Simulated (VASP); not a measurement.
Write the native input for VASP 6.6.1 that does the following.

```yaml
Task: single point
Functional: PBE
Potentials_or_basis: VASP PAW PBE potentials, release 64 (Rh_pv)
Cutoff: 520 eV
k_mesh: 10 × 10 × 5
Occupations: fermi-dirac, width 0.1 eV
Spin: no spin polarisation
Dipole_correction: no
Further_INCAR_settings: ALGO = Normal; EDIFF = 1e-06; NBANDS = 22
```

The structure of Rh lies in POSCAR:

```
Rh
1.0
    2.7309790000      0.0000000000      0.0000000000
   -1.3654900000      2.3650970000      0.0000000000
    0.0000000000      0.0000000000      4.4284890000
Rh
2
Direct
    0.6666666667      0.3333333333      0.7500000000
    0.3333333333      0.6666666667      0.2500000000
```

The input as run:

INCAR

```
SYSTEM = Rh
ALGO = Normal
EDIFF = 1E-6
ENCUT = 520
GGA = PE
ISIF = 2
ISMEAR = -1
LASPH = .TRUE.
LCHARG = .FALSE.
LREAL = .FALSE.
LWAVE = .FALSE.
NBANDS = 22
NELM = 60
PREC = Accurate
SIGMA = 0.1
```

KPOINTS

```
k-points
0
G
  10 10 5
  0 0 0
```

Potentials or basis: VASP PAW PBE potentials, release 64 (Rh_pv).

The run is started by

```console
$ cat potpaw_PBE.64/Rh_pv/POTCAR > POTCAR
$ mpirun -np 1 vasp_std > vasp.out
```

Results of the run:

```json
{
  "Pressure": "-2.9 GPa",
  "Band gap on the k mesh": "zero (band 15 reaches 11.87 eV, above the bottom of band 16 at 9.71 eV)"
}
```

Wall time 35 s on 1 thread of Intel Xeon 8259CL (shared host), peak memory 0.15 GiB.
